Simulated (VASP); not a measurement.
# HRh12 in VASP: single point with PBE

Aim: the single point of HRh12 with PBE.

Program: VASP 6.6.1. These are calculated values, not measurements. Logs are shortened: lines on timing, memory, paths and dates and some standing lists are left out, and cuts for length are marked.

**1. The cell of the first run**

The cell holds a slab with vacuum, 13 atoms: a = 5.417 Å, b = 5.417 Å, c = 19.174 Å, α = 90.00°, β = 90.00°, γ = 90.00°.

**2. Single point, PBE**

The input, INCAR:

```
ALGO = Normal
DIPOL = 0.5 0.5 0.317
EDIFF = 1E-6
ENCUT = 520
GGA = PE
IDIPOL = 3
ISIF = 2
ISMEAR = 0
LASPH = T
LCHARG = F
LDIPOL = T
LREAL = F
LWAVE = F
NBANDS = 102
NELM = 80
PREC = Accurate
SIGMA = 0.1
```

The input, KPOINTS:

```
k-points
0
Gamma
  5 5 1
```

The input, POSCAR:

```
HRh12
1.0
    5.4165863251      0.0000000000      0.0000000000
    0.0000000000      5.4165863251      0.0000000000
    0.0000000000      0.0000000000     19.1737394690
Rh H
12 1
Direct
    0.2500000000      0.2500000000      0.2086186686
    0.2500000000      0.7500000000      0.2086186686
    0.7500000000      0.2500000000      0.2086186686
    0.7500000000      0.7500000000      0.2086186686
    0.0000000000      0.0000000000      0.3044995961
    0.0000000000      0.5000000000      0.3044995961
    0.5000000000      0.0000000000      0.3044995961
    0.5000000000      0.5000000000      0.3044995961
    0.2500000000      0.2500000000      0.4002213278
    0.2500000000      0.7500000000      0.4002213278
    0.7500000000      0.2500000000      0.4002213278
    0.7500000000      0.7500000000      0.4002213278
    0.3333333333      0.4166666667      0.4665432159
```

Potentials or basis: VASP PAW PBE potentials, release 64 (Rh_pv, H).

Command:

```bash
$ cat potpaw_PBE.64/Rh_pv/POTCAR potpaw_PBE.64/H/POTCAR > POTCAR
$ mpirun -np 1 vasp_std > vasp.out
```

OUTCAR:

```text
EDIFF = 1E-6
   ENCUT = 520
   GGA = PE
   ISIF = 2
   ISMEAR = 0
   LASPH = T
   LREAL = F
   NELM = 80
   PREC = Accurate

 ion  position               nearest neighbor table
   1  0.250  0.250  0.209-   5 2.65   6 2.65   7 2.65   8 2.65   2 2.71   3 2.71   2 2.71   3 2.71

   2  0.250  0.750  0.209-   5 2.65   6 2.65   7 2.65   8 2.65   1 2.71   4 2.71   1 2.71   4 2.71

   3  0.750  0.250  0.209-   5 2.65   6 2.65   7 2.65   8 2.65   1 2.71   4 2.71   4 2.71   1 2.71
[... 15 lines left out ...]
  11  0.750  0.250  0.400-   5 2.65   6 2.65   7 2.65   8 2.65   9 2.71  12 2.71  12 2.71   9 2.71

  12  0.750  0.750  0.400-   5 2.65   6 2.65   7 2.65   8 2.65  10 2.71  11 2.71  11 2.71  10 2.71

  13  0.333  0.417  0.467-   9 1.62

  LATTYP: Found a simple tetragonal cell.
 ALAT       =     5.4165863251
 C/A-ratio  =     3.5398197902

  Lattice vectors:

 A1 = (   5.4165863251,   0.0000000000,   0.0000000000)
 A2 = (   0.0000000000,   5.4165863251,   0.0000000000)
 A3 = (   0.0000000000,   0.0000000000,  19.1737394690)

Analysis of symmetry for initial positions (statically):
=====================================================================
 Subroutine PRICEL returns:
 Original cell was already a primitive cell.

 Routine SETGRP: Setting up the symmetry group for a
 simple tetragonal supercell.

 Subroutine GETGRP returns: Found  1 space group operations
 (whereof  1 operations were pure point group operations)
 out of a pool of 16 trial point group operations.

The static configuration has the point symmetry C_1 .

Analysis of symmetry for dynamics (positions and initial velocities):
=====================================================================
 Subroutine PRICEL returns:
 Original cell was already a primitive cell.

 Routine SETGRP: Setting up the symmetry group for a
 simple tetragonal supercell.

 Subroutine GETGRP returns: Found  1 space group operations
 (whereof  1 operations were pure point group operations)
 out of a pool of 16 trial point group operations.

The dynamic configuration has the point symmetry C_1 .

 Subroutine INISYM returns: Found  1 space group operations
 (whereof  1 operations are pure point group operations),
 and found     1 'primitive' translations

----------------------------------------------------------------------------------------

                                     Primitive cell

  volume of cell :     562.5462

  direct lattice vectors                    reciprocal lattice vectors
     5.416586325  0.000000000  0.000000000     0.184618123  0.000000000  0.000000000
     0.000000000  5.416586325  0.000000000     0.000000000  0.184618123  0.000000000
     0.000000000  0.000000000 19.173739469     0.000000000  0.000000000  0.052154667

  length of vectors
     5.416586325  5.416586325 19.173739469     0.184618123  0.184618123  0.052154667

  position of ions in fractional coordinates (direct lattice)
     0.250000000  0.250000000  0.208618669
     0.250000000  0.750000000  0.208618669
     0.750000000  0.250000000  0.208618669
     0.750000000  0.750000000  0.208618669
     0.000000000  0.000000000  0.304499596
     0.000000000  0.500000000  0.304499596
     0.500000000  0.000000000  0.304499596
     0.500000000  0.500000000  0.304499596
     0.250000000  0.250000000  0.400221328
     0.250000000  0.750000000  0.400221328
     0.750000000  0.250000000  0.400221328
     0.750000000  0.750000000  0.400221328
     0.333333333  0.416666667  0.466543216

  ion indices of the primitive-cell ions
   primitive index   ion index
                 1           1
                 2           2
                 3           3
                 4           4
                 5           5
                 6           6
                 7           7
                 8           8
                 9           9
                10          10
                11          11
                12          12
                13          13

----------------------------------------------------------------------------------------

 KPOINTS: k-points

Automatic generation of k-mesh.
 Grid dimensions read from file:
 generate k-points for:    5    5    1

 Generating k-lattice:

  Cartesian coordinates                     Fractional coordinates (reciprocal lattice)
     0.036923625  0.000000000  0.000000000     0.200000000  0.000000000  0.000000000
     0.000000000  0.036923625  0.000000000     0.000000000  0.200000000  0.000000000
     0.000000000  0.000000000  0.052154667     0.000000000  0.000000000  1.000000000

  Length of vectors
     0.036923625  0.036923625  0.052154667

  Shift w.r.t. Gamma in fractional coordinates (k-lattice)
     0.000000000  0.000000000  0.000000000

 Subroutine IBZKPT returns following result:
 ===========================================

 Found     13 irreducible k-points:

 Following reciprocal coordinates:
            Coordinates               Weight
  0.000000  0.000000  0.000000      1.000000
  0.200000  0.000000  0.000000      2.000000
  0.000000  0.200000  0.000000      2.000000
  0.400000  0.000000  0.000000      2.000000
  0.000000  0.400000  0.000000      2.000000
  0.200000  0.200000  0.000000      2.000000
 -0.200000  0.200000  0.000000      2.000000
  0.400000  0.200000  0.000000      2.000000
 -0.200000  0.400000  0.000000      2.000000
 -0.400000  0.200000  0.000000      2.000000
  0.200000  0.400000  0.000000      2.000000
  0.400000  0.400000  0.000000      2.000000
 -0.400000  0.400000  0.000000      2.000000
   k-points           NKPTS =     13   k-points in BZ     NKDIM =     13   number of bands    NBANDS=    102
   number of dos      NEDOS =    301   number of ions     NIONS =     13
   total plane-waves  NPLWV = 230400
   dimension x,y,z NGX =    40 NGY =   40 NGZ =  144
   dimension x,y,z NGXF=    80 NGYF=   80 NGZF=  288
   ions per type =              12   1
   NGX,Y,Z   is equivalent  to a cutoff of  12.28, 12.28, 12.49 a.u.
   NGXF,Y,Z  is equivalent  to a cutoff of  24.55, 24.55, 24.97 a.u.
 SYSTEM =  unknown system
   PREC   = accura    normal or accurate (medium, high low for compatibility)
   ISTART =      0    job   : 0-new  1-cont  2-samecut
   ICHARG =      2    charge: 1-file 2-atom 10-const
   ISPIN  =      1    spin polarized calculation?
   LNONCOLLINEAR =      F non collinear calculations
   LSORBIT =      F    spin-orbit coupling
   LASPH  =      T    aspherical Exc in radial PAW
   ENCUT  =  520.0 eV  38.22 Ry    6.18 a.u.  10.07 10.07 35.65*2*pi/ulx,y,z
   NELM   =     80;   NELMIN=  2; NELMDL= -5     # of ELM steps
   EDIFF  = 0.1E-05   stopping-criterion for ELM
   LREAL  =      F    real-space projection
   EDIFFG = 0.1E-04   stopping-criterion for IOM
   NSW    =      0    number of steps for IOM
   IBRION =     -1    ionic relax: 0-MD 1-quasi-New 2-CG
   NFREE  =      0    steps in history (QN), initial steepest desc. (CG)
   ISIF   =      2    stress and relaxation
   ISYM   =      2    0-nonsym 1-usesym 2-fastsym
   POTIM  = 0.5000    time-step for ionic-motion
   TEBEG  =    0.0;   TEEND  =   0.0 temperature during run
   PSTRESS=    0.0 pullay stress
   NELECT =     181.0000    total number of electrons
   NUPDOWN=      -1.0000    fix difference up-down
   EMIN   =  10.00;   EMAX   =-10.00  energy-range for DOS
   EFERMI =   0.00;   METHOD = LEGACY
   ISMEAR =     0;   SIGMA  =   0.10  broadening in eV -4-tet -1-fermi 0-gaus
   EFERMI_NEDOS =   21; number of points for ismear=-14 and -15
   IALGO  =     38    algorithm
   IMIX   =      4    mixing-type and parameters
     AMIX     =   0.40;   BMIX     =  1.00
     AMIX_MAG =   1.60;   BMIX_MAG =  1.00
  volume/ion in A,a.u.               =      43.27       292.02
  Fermi-wavevector in a.u.,A,eV,Ry     =   1.121799  2.119892 17.122014  1.258433
  Thomas-Fermi vector in A             =   2.258455
   LORBIT       =      0    0 simple, 1 ext, 2 COOP (PROOUT), +10 PAW based schemes
   GGA     = PE    functional components
   LHFCALC =     F    Hartree Fock is set to
   AEXX    =    0.0000 exact exchange contribution
   IVDW    =     0    specifies the selected vdW correction
   LEPSILON=     F    determine dielectric tensor
   LRPA    =     F    only Hartree local field effects (RPA)
 non-spin polarized calculation
 Gauss-broadening in eV      SIGMA  =   0.10
  energy-cutoff  :      520.00
  volume of cell :      562.55
 maximum number of plane-waves:     15180
   NGX = 21   NGY = 21   NGZ = 71

 dipolmoment           0.000000      0.000000     -0.002396 electrons x Angstroem

 number of electron     181.0000093 magnetization

 dipolmoment           0.000000      0.000000      0.033559 electrons x Angstroem

 Free energy of the ion-electron system (eV)
  ---------------------------------------------------
  ext. energy  EPLUGINS =         0.00000000
  ---------------------------------------------------
  free energy    TOTEN  =       -82.32394203 eV

  energy without entropy =      -82.23467387  energy(sigma->0) =      -82.27930795

 E-fermi :  -0.0495     XC(G=0):  -5.1906

 val. band max:       -0.0566131966   @ k =   0.2000   0.4000   0.0000
 cond. band min:      -0.0488323932   @ k =   0.4000   0.0000   0.0000
 fundamental gap:      0.0077808034
 Fermi energy:        -0.0495269855

 k-point     1 :       0.0000    0.0000    0.0000
  band No.  band energies     occupation
      1     -47.0712      2.00000
      2     -47.0657      2.00000
      3     -47.0177      2.00000
      4     -47.0125      2.00000
      5     -46.8888      2.00000
      6     -46.8824      2.00000
[... 1354 lines left out ...]
    101       0.8045      0.00000
    102       1.4514      0.00000

------------------------ aborting loop because EDIFF is reached ----------------------------------------

 vacuum level on the upper side and lower side of the slab       (xc-potential included)        -0.023        -0.220

  FORCE on cell =-STRESS in cart. coord.  units (eV):
  Direction    XX          YY          ZZ          XY          YZ          ZX
  --------------------------------------------------------------------------------------
  -------------------------------------------------------------------------------------
  Total       -7.0141233     -7.3985509      0.4409835      0.4763126      1.0483699      0.3951241
  in kB      -19.9767951    -21.0716763      1.2559569      1.3565773      2.9858431      1.1253457
  external PRESSURE =     -13.2641715 kB  Pullay stress =       0.0000000 kB

 VOLUME and BASIS-vectors are now :
 -----------------------------------------------------------------------------
  energy-cutoff  :      520.00
  volume of cell :      562.55
      direct lattice vectors                 reciprocal lattice vectors
     5.416586325  0.000000000  0.000000000     0.184618123  0.000000000  0.000000000
     0.000000000  5.416586325  0.000000000     0.000000000  0.184618123  0.000000000
     0.000000000  0.000000000 19.173739469     0.000000000  0.000000000  0.052154667

 POSITION                                       TOTAL-FORCE (eV/Angst)
 -----------------------------------------------------------------------------------
      1.35415      1.35415      4.00000        -0.026153     -0.058123      0.019368
      1.35415      4.06244      4.00000         0.002954      0.032254      0.013816
      4.06244      1.35415      4.00000         0.004877      0.046607      0.017999
      4.06244      4.06244      4.00000        -0.072030     -0.139198     -0.116487
      0.00000      0.00000      5.83840        -0.029234     -0.038989      0.118833
      0.00000      2.70829      5.83840         0.034808     -0.007255     -0.097498
      2.70829      0.00000      5.83840         0.004000     -0.007190     -0.020695
      2.70829      2.70829      5.83840        -0.037382     -0.014548     -0.171215
      1.35415      1.35415      7.67374         0.070587      0.001423     -0.058998
      1.35415      4.06244      7.67374         0.022563     -0.208328      0.291117
      4.06244      1.35415      7.67374        -0.016497     -0.050958      0.079635
      4.06244      4.06244      7.67374         0.031990      0.059868     -0.082833
      1.80553      2.25691      8.94538         0.009515      0.384437      0.006959
 -----------------------------------------------------------------------------------
    total drift:                               -0.000021      0.000060     -0.000385

  FREE ENERGIE OF THE ION-ELECTRON SYSTEM (eV)
  ---------------------------------------------------
  free  energy   TOTEN  =       -82.3239420272 eV

  energy  without entropy=      -82.2346738670  energy(sigma->0) =      -82.27930795

 vacuum level on the upper side and lower side of the slab         5.008         4.799
```

Run time: 72 min. Hardware: 1 thread of Intel Xeon 8259CL, shared host; peak memory 0.82 GiB.

What came out:

| Property | Result |
| --- | --- |
| Free energy | -82.3239 eV |
| Largest force | 0.385 eV/Å |
| Band gap on the k mesh | zero (an odd number of electrons rules out a gap without spin polarisation) |

Forces in eV/Å, atoms in the order of the input:
```
Rh  -0.026 -0.058  0.019
Rh   0.003  0.032  0.014
Rh   0.005  0.047  0.018
Rh  -0.072 -0.139 -0.116
Rh  -0.029 -0.039  0.119
Rh   0.035 -0.007 -0.097
Rh   0.004 -0.007 -0.021
Rh  -0.037 -0.015 -0.171
Rh   0.071  0.001 -0.059
Rh   0.023 -0.208  0.291
Rh  -0.016 -0.051  0.080
Rh   0.032  0.060 -0.083
H    0.010  0.384  0.007
```
